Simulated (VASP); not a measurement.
# TaN (Fm-3m) in VASP: notebook

TaN is run at these levels: r2SCAN; tasks: single point.

Program: VASP 6.6.1. These are calculated values, not measurements. Logs are shortened: lines on timing, memory, paths and dates and some standing lists are left out, and cuts for length are marked.

## 1. The cell of the first run

Symmetry: Fm-3m, No. 225, cubic system. The conventional cell has a = 4.452 Å, b = 4.452 Å, c = 4.452 Å, α = 90.00°, β = 90.00°, γ = 90.00°. Ta (site symmetry m-3m) has 6 N at 2.23 Å within 2.9 Å. N (site symmetry m-3m) has 6 Ta at 2.23 Å within 2.9 Å.

## 2. Single point, r2SCAN

POSCAR

```
TaN
1.0
    0.0000000000      2.2259679500      2.2259679500
    2.2259679500      0.0000000000      2.2259679500
    2.2259679500      2.2259679500      0.0000000000
Ta N
1 1
Direct
    0.5000000000      0.5000000000      0.5000000000
    0.0000000000      0.0000000000      0.0000000000
```

INCAR.step1

```
SYSTEM = TaN
PREC = Accurate
ENCUT = 520
ISMEAR = -1
SIGMA = 0.05
LREAL = .FALSE.
LASPH = .TRUE.
NELM = 80
NBANDS = 15
GGA = PE
ALGO = Normal
EDIFF = 1E-4
LWAVE = .TRUE.
LCHARG = .FALSE.
```

INCAR.step2

```
SYSTEM = TaN
PREC = Accurate
ENCUT = 520
EDIFF = 1E-6
ISMEAR = -1
SIGMA = 0.05
LREAL = .FALSE.
LASPH = .TRUE.
NELM = 80
ALGO = Normal
ISIF = 2
LWAVE = .FALSE.
LCHARG = .FALSE.
METAGGA = R2SCAN
LMIXTAU = .TRUE.
NBANDS = 15
ISTART = 1
```

KPOINTS

```
Automatic mesh
0
G
  10 10 10
  0 0 0
```

Potentials or basis: VASP PAW PBE potentials, release 64 (Ta_pv, N).

Command:

```bash
> cat potpaw_PBE.64/Ta_pv/POTCAR potpaw_PBE.64/N/POTCAR > POTCAR
> cp INCAR.step1 INCAR
> mpirun -np 1 vasp_std > vasp.out
> cp INCAR.step2 INCAR
> mpirun -np 1 vasp_std > vasp.out
```

OUTCAR:

```text
SYSTEM = TaN
   PREC = Accurate
   ENCUT = 520
   EDIFF = 1E-6
   ISMEAR = -1
   LREAL = .FALSE.
   LASPH = .TRUE.
   NELM = 80
   ISIF = 2
   METAGGA = R2SCAN
   ISTART = 1

 ion  position               nearest neighbor table
   1  0.500  0.500  0.500-   2 2.23   2 2.23   2 2.23   2 2.23   2 2.23   2 2.23
   2  0.000  0.000  0.000-   1 2.23   1 2.23   1 2.23   1 2.23   1 2.23   1 2.23

  LATTYP: Found a face centered cubic cell.
 ALAT       =     4.4519359000

  Lattice vectors:

 A1 = (   0.0000000000,   2.2259679500,   2.2259679500)
 A2 = (   2.2259679500,   0.0000000000,   2.2259679500)
 A3 = (   2.2259679500,   2.2259679500,   0.0000000000)

Analysis of symmetry for initial positions (statically):
=====================================================================
 Subroutine PRICEL returns:
 Original cell was already a primitive cell.

 Routine SETGRP: Setting up the symmetry group for a
 face centered cubic supercell.

 Subroutine GETGRP returns: Found 48 space group operations
 (whereof 48 operations were pure point group operations)
 out of a pool of 48 trial point group operations.

The static configuration has the point symmetry O_h .

Analysis of symmetry for dynamics (positions and initial velocities):
=====================================================================
 Subroutine PRICEL returns:
 Original cell was already a primitive cell.

 Routine SETGRP: Setting up the symmetry group for a
 face centered cubic supercell.

 Subroutine GETGRP returns: Found 48 space group operations
 (whereof 48 operations were pure point group operations)
 out of a pool of 48 trial point group operations.

The dynamic configuration has the point symmetry O_h .

 Subroutine INISYM returns: Found 48 space group operations
 (whereof 48 operations are pure point group operations),
 and found     1 'primitive' translations

----------------------------------------------------------------------------------------

                                     Primitive cell

  volume of cell :      22.0590

  direct lattice vectors                    reciprocal lattice vectors
     0.000000000  2.225967950  2.225967950    -0.224621383  0.224621383  0.224621383
     2.225967950  0.000000000  2.225967950     0.224621383 -0.224621383  0.224621383
     2.225967950  2.225967950  0.000000000     0.224621383  0.224621383 -0.224621383

  length of vectors
     3.147994064  3.147994064  3.147994064     0.389055648  0.389055648  0.389055648

  position of ions in fractional coordinates (direct lattice)
     0.500000000  0.500000000  0.500000000
     0.000000000  0.000000000  0.000000000

  ion indices of the primitive-cell ions
   primitive index   ion index
                 1           1
                 2           2

----------------------------------------------------------------------------------------

 KPOINTS: Automatic mesh

Automatic generation of k-mesh.
 Grid dimensions read from file:
 generate k-points for:   10   10   10

 Generating k-lattice:

  Cartesian coordinates                     Fractional coordinates (reciprocal lattice)
    -0.022462138  0.022462138  0.022462138     0.100000000  0.000000000  0.000000000
     0.022462138 -0.022462138  0.022462138     0.000000000  0.100000000  0.000000000
     0.022462138  0.022462138 -0.022462138     0.000000000  0.000000000  0.100000000

  Length of vectors
     0.038905565  0.038905565  0.038905565

  Shift w.r.t. Gamma in fractional coordinates (k-lattice)
     0.000000000  0.000000000  0.000000000

 Subroutine IBZKPT returns following result:
 ===========================================

 Found     47 irreducible k-points:

 Following reciprocal coordinates:
            Coordinates               Weight
  0.000000  0.000000  0.000000      1.000000
  0.100000  0.000000  0.000000      8.000000
  0.200000  0.000000  0.000000      8.000000
  0.300000  0.000000  0.000000      8.000000
  0.400000  0.000000  0.000000      8.000000
  0.500000  0.000000  0.000000      4.000000
[... 16 lines left out ...]
  0.300000  0.300000  0.000000      6.000000
  0.400000  0.300000  0.000000     24.000000
 [... further k-points ...]
   k-points           NKPTS =     47   k-points in BZ     NKDIM =     47   number of bands    NBANDS=     15
   number of dos      NEDOS =    301   number of ions     NIONS =      2
   total plane-waves  NPLWV =  13824
   dimension x,y,z NGX =    24 NGY =   24 NGZ =   24
   dimension x,y,z NGXF=    48 NGYF=   48 NGZF=   48
   ions per type =               1   1
   NGX,Y,Z   is equivalent  to a cutoff of  12.67, 12.67, 12.67 a.u.
   NGXF,Y,Z  is equivalent  to a cutoff of  25.35, 25.35, 25.35 a.u.
 SYSTEM =  TaN
   PREC   = accura    normal or accurate (medium, high low for compatibility)
   ISTART =      1    job   : 0-new  1-cont  2-samecut
   ICHARG =      0    charge: 1-file 2-atom 10-const
   ISPIN  =      1    spin polarized calculation?
   LNONCOLLINEAR =      F non collinear calculations
   LSORBIT =      F    spin-orbit coupling
   LASPH  =      T    aspherical Exc in radial PAW
   ENCUT  =  520.0 eV  38.22 Ry    6.18 a.u.   5.85  5.85  5.85*2*pi/ulx,y,z
   NELM   =     80;   NELMIN=  2; NELMDL=  0     # of ELM steps
   EDIFF  = 0.1E-05   stopping-criterion for ELM
   LREAL  =      F    real-space projection
   EDIFFG = 0.1E-04   stopping-criterion for IOM
   NSW    =      0    number of steps for IOM
   IBRION =     -1    ionic relax: 0-MD 1-quasi-New 2-CG
   NFREE  =      0    steps in history (QN), initial steepest desc. (CG)
   ISIF   =      2    stress and relaxation
   ISYM   =      2    0-nonsym 1-usesym 2-fastsym
   POTIM  = 0.5000    time-step for ionic-motion
   TEBEG  =    0.0;   TEEND  =   0.0 temperature during run
   PSTRESS=    0.0 pullay stress
   NELECT =      16.0000    total number of electrons
   NUPDOWN=      -1.0000    fix difference up-down
   EMIN   =  10.00;   EMAX   =-10.00  energy-range for DOS
   EFERMI =   0.00;   METHOD = LEGACY
   ISMEAR =    -1;   SIGMA  =   0.05  broadening in eV -4-tet -1-fermi 0-gaus
   EFERMI_NEDOS =   21; number of points for ismear=-14 and -15
   IALGO  =     38    algorithm
   IMIX   =      4    mixing-type and parameters
     AMIX     =   0.40;   BMIX     =  1.00
     AMIX_MAG =   1.60;   BMIX_MAG =  1.00
  volume/ion in A,a.u.               =      11.03        74.43
  Fermi-wavevector in a.u.,A,eV,Ry     =   1.470909  2.779616 29.437217  2.163574
  Thomas-Fermi vector in A             =   2.586109
   LORBIT       =      0    0 simple, 1 ext, 2 COOP (PROOUT), +10 PAW based schemes
   METAGGA = R2SCAN    functional components
   LHFCALC =     F    Hartree Fock is set to
   AEXX    =    0.0000 exact exchange contribution
   IVDW    =     0    specifies the selected vdW correction
   LEPSILON=     F    determine dielectric tensor
   LRPA    =     F    only Hartree local field effects (RPA)
 non-spin polarized calculation
  energy-cutoff  :      520.00
  volume of cell :       22.06
 maximum number of plane-waves:       609
   NGX = 11   NGY = 11   NGZ = 11

 number of electron      16.0000002 magnetization

 Free energy of the ion-electron system (eV)
  ---------------------------------------------------
  ext. energy  EPLUGINS =         0.00000000
  ---------------------------------------------------
  free energy    TOTEN  =       -59.61751895 eV

  energy without entropy =      -59.61149944  energy(sigma->0) =      -59.61450920

 E-fermi :   9.2225     XC(G=0): -14.2244

 val. band max:        9.1276642499   @ k =  -0.2000   0.2000   0.0000
 cond. band min:       9.2592325394   @ k =  -0.3000   0.3000   0.1000
 fundamental gap:      0.1315682895
 Fermi energy:         9.2225207821

 k-point     1 :       0.0000    0.0000    0.0000
  band No.  band energies     occupation
      1     -28.0368      2.00000
      2     -28.0368      2.00000
      3     -28.0368      2.00000
      4     -10.4981      2.00000
      5       5.1745      2.00000
      6       5.1745      2.00000
      7       5.1746      2.00000
      8       7.1288      2.00000
      9       7.1288      2.00000
     10       7.1288      2.00000
     11       9.3185      0.25600
     12       9.3185      0.25600
     13      10.6629      0.00000
     14      18.6376      0.00000
     15      19.1630      0.00000

 k-point     2 :       0.1000    0.0000    0.0000
  band No.  band energies     occupation
      1     -28.1147      2.00000
      2     -28.0439      2.00000
      3     -28.0439      2.00000
      4     -10.2729      2.00000
      5       4.0858      2.00000
      6       4.4637      2.00000
      7       4.4637      2.00000
      8       7.4772      2.00000
      9       7.4772      2.00000
     10       7.5352      2.00000
     11      10.2038      0.00000
     12      10.2038      0.00000
     13      11.3915      0.00000
     14      18.6375      0.00000
     15      19.8657      0.00000

 k-point     3 :       0.2000    0.0000    0.0000
  band No.  band energies     occupation
      1     -28.3132      2.00000
      2     -28.0623      2.00000
      3     -28.0623      2.00000
      4      -9.6592      2.00000
      5       2.2420      2.00000
      6       3.2935      2.00000
      7       3.2935      2.00000
      8       8.0834      2.00000
      9       8.2759      2.00000
     10       8.2759      2.00000
     11      12.0614      0.00000
     12      12.0614      0.00000
     13      12.9078      0.00000
     14      18.6371      0.00000
     15      21.4175      0.00000

 k-point     4 :       0.3000    0.0000    0.0000
  band No.  band energies     occupation
      1     -28.5486      2.00000
      2     -28.0849      2.00000
      3     -28.0849      2.00000
      4      -8.8266      2.00000
      5       0.4988      2.00000
      6       2.3166      2.00000
      7       2.3166      2.00000
      8       8.9062      1.99643
      9       9.3828      0.07795
     10       9.3828      0.07794
     11      14.0970      0.00000
     12      14.0970      0.00000
     13      14.1430      0.00000
     14      18.6352      0.00000
     15      21.6343      0.00000
[... 307 lines left out ...]
 k-point    22 :      -0.2000    0.2000    0.0000
  band No.  band energies     occupation
      1     -28.5058      2.00000
      2     -28.2298      2.00000
      3     -28.0767      2.00000
      4      -8.7622      2.00000
      5       0.4271      2.00000
      6       2.0450      2.00000
      7       2.7715      2.00000
      8       8.7754      1.99974
      9       9.1277      1.73913
     10      10.8257      0.00000
     11      11.3652      0.00000
     12      15.3084      0.00000
     13      15.6393      0.00000
     14      18.6351      0.00000
     15      22.1461      0.00000

 k-point    23 :       0.3000    0.3000    0.0000
  band No.  band energies     occupation
      1     -28.4863      2.00000
      2     -28.2025      2.00000
      3     -28.2025      2.00000
      4      -9.1570      2.00000
      5       0.8190      2.00000
      6       4.0794      2.00000
      7       4.0794      2.00000
      8       4.7253      2.00000
      9      10.5217      0.00000
     10      11.5142      0.00000
     11      11.5142      0.00000
     12      12.0865      0.00000
     13      17.6208      0.00000
     14      18.6368      0.00000
     15      22.3519      0.00000

 k-point    24 :       0.4000    0.3000    0.0000
  band No.  band energies     occupation
      1     -28.5766      2.00000
      2     -28.2517      2.00000
      3     -28.2289      2.00000
      4      -9.0181      2.00000
      5       1.0058      2.00000
      6       3.1702      2.00000
      7       3.7719      2.00000
      8       5.3214      2.00000
      9      11.3397      0.00000
     10      11.9849      0.00000
     11      12.0722      0.00000
     12      13.0151      0.00000
     13      17.6977      0.00000
     14      18.6362      0.00000
     15      20.1382      0.00000

 [... further k-points ...]

------------------------ aborting loop because EDIFF is reached ----------------------------------------

  FORCE on cell =-STRESS in cart. coord.  units (eV):
  Direction    XX          YY          ZZ          XY          YZ          ZX
  --------------------------------------------------------------------------------------
  -------------------------------------------------------------------------------------
  Total       -1.4619742     -1.4619742     -1.4619742      0.0000000      0.0000000      0.0000000
  in kB     -106.1850970   -106.1850970   -106.1850970      0.0000000      0.0000000      0.0000000
  external PRESSURE =    -106.1850970 kB  Pullay stress =       0.0000000 kB

 VOLUME and BASIS-vectors are now :
 -----------------------------------------------------------------------------
  energy-cutoff  :      520.00
  volume of cell :       22.06
      direct lattice vectors                 reciprocal lattice vectors
     0.000000000  2.225967950  2.225967950    -0.224621383  0.224621383  0.224621383
     2.225967950  0.000000000  2.225967950     0.224621383 -0.224621383  0.224621383
     2.225967950  2.225967950  0.000000000     0.224621383  0.224621383 -0.224621383

 POSITION                                       TOTAL-FORCE (eV/Angst)
 -----------------------------------------------------------------------------------
      2.22597      2.22597      2.22597         0.000000     -0.000000     -0.000000
      0.00000      0.00000      0.00000        -0.000000      0.000000      0.000000
 -----------------------------------------------------------------------------------
    total drift:                                0.000000     -0.000000     -0.000000

  FREE ENERGIE OF THE ION-ELECTRON SYSTEM (eV)
  ---------------------------------------------------
  free  energy   TOTEN  =       -59.6175189520 eV

  energy  without entropy=      -59.6114994432  energy(sigma->0) =      -59.61450920
```

Run time: 32 s. Hardware: 1 thread of AMD EPYC 9R45 (Zen 5), shared host; peak memory 0.12 GiB.

What came out:

```yaml
Free_energy: -59.6175 eV
Pressure: -10.6 GPa
Band_gap_on_the_k_mesh: zero (band 8 reaches 11.00 eV, above the bottom of band 9 at 7.13 eV)
```

Caveat: the PAW data sets were made with another functional, which shifts forces and pressure a little; spin-orbit coupling is left out, which moves the levels of the heavy elements.

## 3. Single point, r2SCAN

This run uses another cell than the first one, of 11.25 Å³/atom, 1.020 times its volume.

POSCAR

```
TaN
1.0
    0.0000000000      2.2404226923      2.2404226923
    2.2404226923      0.0000000000      2.2404226923
    2.2404226923      2.2404226923      0.0000000000
Ta N
1 1
Direct
    0.5000000000      0.5000000000      0.5000000000
    0.0000000000      0.0000000000      0.0000000000
```

INCAR.step1

```
PREC = Accurate ; ENCUT = 520
ISMEAR = -1 ; SIGMA = 0.05
LREAL = F ; LASPH = T
NELM = 80 ; NBANDS = 15
GGA = PE ; ALGO = Normal
EDIFF = 1E-4 ; LWAVE = T
LCHARG = F
```

INCAR.step2

```
PREC = Accurate ; ENCUT = 520
EDIFF = 1E-6 ; ISMEAR = -1
SIGMA = 0.05 ; LREAL = F
LASPH = T ; NELM = 80
ALGO = Normal ; ISIF = 2
LWAVE = F ; LCHARG = F
METAGGA = R2SCAN ; LMIXTAU = T
NBANDS = 15 ; ISTART = 1
```

KPOINTS

```
regular mesh
0
Gamma
  10 10 10
```

Potentials or basis: VASP PAW PBE potentials, release 64 (Ta_pv, N).

Command:

```bash
> cat potpaw_PBE.64/Ta_pv/POTCAR potpaw_PBE.64/N/POTCAR > POTCAR
> cp INCAR.step1 INCAR
> mpirun -np 1 vasp_std > vasp.out
> cp INCAR.step2 INCAR
> mpirun -np 1 vasp_std > vasp.out
```

Run time: 34 s. Hardware: 1 thread of AMD EPYC 9R45 (Zen 5), shared host; peak memory 0.12 GiB.

The run converged. Its results:

* Free energy: -59.5815 eV
* Pressure: -16.3 GPa
* Band gap on the k mesh: zero (band 8 reaches 10.72 eV, above the bottom of band 9 at 6.96 eV)

Levels at points of the mesh, in eV from the Fermi level:
| k point | band 4 | band 5 | band 6 | band 7 | band 8 | band 9 | band 10 | band 11 | band 12 | band 13 |
| --- | --- | --- | --- | --- | --- | --- | --- | --- | --- | --- |
| (0.00, 0.00, 0.00) | -19.56 | -3.99 | -3.99 | -3.99 | -2.04 | -2.04 | -2.04 | 0.09 | 0.09 | 1.28 |
| (0.50, 0.00, 0.00) | -16.87 | -10.38 | -7.59 | -7.59 | 1.72 | 1.72 | 1.86 | 3.88 | 7.21 | 7.21 |
| (0.50, 0.50, 0.00) | -18.35 | -6.96 | -5.26 | -4.87 | -4.87 | 2.01 | 3.20 | 3.20 | 4.12 | 6.71 |

Caveat: the PAW data sets were made with another functional, which shifts forces and pressure a little; spin-orbit coupling is left out, which moves the levels of the heavy elements.

## 4. Single point, r2SCAN

This run uses another cell than the first one, of 11.46 Å³/atom, 1.039 times its volume.

POSCAR

```
TaN
1.0
    0.0000000000      2.2546932853      2.2546932853
    2.2546932853      0.0000000000      2.2546932853
    2.2546932853      2.2546932853      0.0000000000
Ta N
1 1
Direct
    0.5000000000      0.5000000000      0.5000000000
    0.0000000000      0.0000000000      0.0000000000
```

INCAR.step1

```
PREC     = Accurate       # precision mode
ENCUT    = 520            # plane-wave cutoff, eV
ISMEAR   = -1             # smearing method
SIGMA    = 0.05           # smearing width, eV
LREAL    = F              # projectors in reciprocal space
LASPH    = T              # aspherical terms in the spheres
NELM     = 100            # most SCF steps
NBANDS   = 15             # bands
GGA      = PE             # functional
ALGO     = Normal         # electronic algorithm
EDIFF    = 1E-4           # SCF threshold, eV
LWAVE    = T              # write WAVECAR
LCHARG   = F              # write CHGCAR
```

INCAR.step2

```
PREC     = Accurate       # precision mode
ENCUT    = 520            # plane-wave cutoff, eV
EDIFF    = 1E-7           # SCF threshold, eV
ISMEAR   = -1             # smearing method
SIGMA    = 0.05           # smearing width, eV
LREAL    = F              # projectors in reciprocal space
LASPH    = T              # aspherical terms in the spheres
NELM     = 100            # most SCF steps
ALGO     = Normal         # electronic algorithm
ISIF     = 2              # what is computed and relaxed
LWAVE    = F              # write WAVECAR
LCHARG   = T              # write CHGCAR
METAGGA  = R2SCAN         # meta-GGA
LMIXTAU  = T            
LELF     = T              # ELF
LVHAR    = T            
NBANDS   = 15             # bands
ISTART   = 1
```

KPOINTS

```
Automatic mesh
0
Gamma
  10 10 10
```

Command:

```bash
> cat potpaw_PBE.64/Ta_pv/POTCAR potpaw_PBE.64/N/POTCAR > POTCAR
> cp INCAR.step1 INCAR
> mpirun -np 1 vasp_std > vasp.out
> cp INCAR.step2 INCAR
> mpirun -np 1 vasp_std > vasp.out
```

Run time: 38 s. Hardware: 1 thread of AMD EPYC 9R45 (Zen 5), shared host; peak memory 0.12 GiB.

It converged, with:

```yaml
Free_energy: -59.5311 eV
Pressure: -21.3 GPa
Band_gap_on_the_k_mesh: zero (band 8 reaches 10.46 eV, above the bottom of band 9 at 6.80 eV)
```

Levels at points of the mesh, in eV from the Fermi level:
```
           k point  band 6  band 7  band 8  band 9  band 10  band 11
(0.00, 0.00, 0.00)   -3.93   -3.93   -1.99   -1.99    -1.99     0.09
(0.50, 0.00, 0.00)   -7.45   -7.45    1.66    1.66     1.81     3.82
(0.50, 0.50, 0.00)   -5.13   -4.82   -4.82    1.95     3.10     3.10
```

Caveat: the PAW data sets were made with another functional, which shifts forces and pressure a little; spin-orbit coupling is left out, which moves the levels of the heavy elements.

## 5. Summary

| cell | gap on the mesh (eV) | pressure (GPa) |
| --- | --- | --- |
| a = 3.148 Å, angles 60.0°, 2 atoms | none | -10.6 |
| a = 3.168 Å, angles 60.0°, 2 atoms | none | -16.3 |
| a = 3.189 Å, angles 60.0°, 2 atoms | none | -21.3 |

Alike in all rows: task single point; level r2SCAN; potentials or basis VASP PAW PBE potentials, release 64 (Ta_pv, N); no spin polarisation; k mesh 10 × 10 × 10; cutoff (eV) 520; smearing fermi-dirac 0.05 eV.

Caveats: the PAW data sets were made with another functional, which shifts forces and pressure a little; spin-orbit coupling is left out, which moves the levels of the heavy elements.

Absolute energies hang on the potentials; compare differences alone.
